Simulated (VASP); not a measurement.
Ag: single point with r2SCAN

Crystal: Ag.

```
Ag
1.0
     2.69560    0.00000    0.00000
    -1.34780    2.33446    0.00000
     0.00000    0.00000    4.59840
Ag
2
Direct
  0.33333 0.66667 0.25000
  0.66667 0.33333 0.75000
```

This cell differs from its parent crystal: strain -0.080 along x and y, -0.040 along z.

* Program: VASP 6.6.1
* Task: single point
* Functional: r2SCAN
* Potentials or basis: VASP PAW PBE potentials, release 64 (Ag)
* Cutoff: 520 eV
* k mesh: 18 × 18 × 10
* Occupations: gaussian, width 0.15 eV
* Spin: no spin polarisation

The pressure is 32.0 GPa and the band gap on the k mesh is zero (bands 11 and 12 overlap by 8.99 eV).

Stress tensor (GPa, compression positive):
```
35.16  0.00  0.00
 0.00 35.16  0.00
 0.00  0.00 25.54
```

Levels at points of the mesh, in eV from the Fermi level:
| k point | band 8 | band 9 | band 10 | band 11 | band 12 | band 13 | band 14 | band 15 |
| --- | --- | --- | --- | --- | --- | --- | --- | --- |
| (0.00, 0.00, 0.00) | -4.76 | -4.76 | -3.59 | -3.59 | -1.25 | 4.06 | 17.01 | 18.02 |
| (0.50, 0.00, 0.00) | -3.42 | -3.24 | -3.10 | 0.20 | 2.22 | 7.86 | 7.97 | 11.16 |
| (0.00, 0.00, 0.50) | -5.68 | -4.00 | -4.00 | -4.00 | -4.00 | 11.87 | 11.87 | 17.47 |
| (0.50, 0.00, 0.50) | -3.68 | -3.16 | -3.16 | 0.67 | 0.67 | 5.96 | 5.96 | 15.12 |

Run time: 9.7 min on 1 thread of Intel Xeon 8259CL, with other jobs on the host, peak memory 0.22 GiB.

Caveat: the cell differs from its parent crystal (strain -0.080 along x and y, -0.040 along z); the stress differs along the axes, from 26 to 35 GPa; the PAW data sets were made with another functional, which shifts forces and pressure a little.
